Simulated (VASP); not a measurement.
Wanted: the native input for a VASP 6.6.1 run.

| Property | Result |
| --- | --- |
| Task | single point |
| Functional | LDA |
| Potentials or basis | VASP PAW LDA potentials, release 64 (Zn, S) |
| Cutoff | 500 eV |
| k mesh | 6 × 6 × 6 |
| Occupations | gaussian, width 0.1 eV |
| Spin | no spin polarisation |
| Dipole correction | no |
| Further INCAR settings | ALGO = Normal; EDIFF = 1e-06; NBANDS = 16 |

The structure of ZnS lies in POSCAR:

```
ZnS
1.0
    0.0000000000      2.6936828773      2.6936828773
    2.6936828773      0.0000000000      2.6936828773
    2.6936828773      2.6936828773      0.0000000000
Zn S
1 1
Direct
    0.0000000000      0.0000000000      0.0000000000
    0.2500000000      0.2500000000      0.2500000000
```

The input as run:

INCAR

```
SYSTEM = ZnS
PREC = Accurate ; ENCUT = 500
EDIFF = 1E-6 ; ISMEAR = 0
SIGMA = 0.1 ; LREAL = .FALSE.
LASPH = .TRUE. ; NELM = 120
ALGO = Normal ; ISIF = 2
LWAVE = .FALSE. ; LCHARG = .FALSE.
GGA = CA ; NBANDS = 16
GGA_COMPAT = .FALSE.
```

KPOINTS

```
Automatic mesh
0
G
  6 6 6
  0 0 0
```

Potentials or basis: VASP PAW LDA potentials, release 64 (Zn, S).

Launch:

```bash
$ cat potpaw_LDA.64/Zn/POTCAR potpaw_LDA.64/S/POTCAR > POTCAR
$ mpirun -np 1 vasp_std > vasp.out
```

It gave:

* Pressure: -3.7 GPa
* Band gap on the k mesh: 1.93 eV, direct

Wall time 5.3 s on 1 thread of Intel(R) Xeon(R) 6975P-C (Granite Rapids) (shared host), peak memory 0.13 GiB.
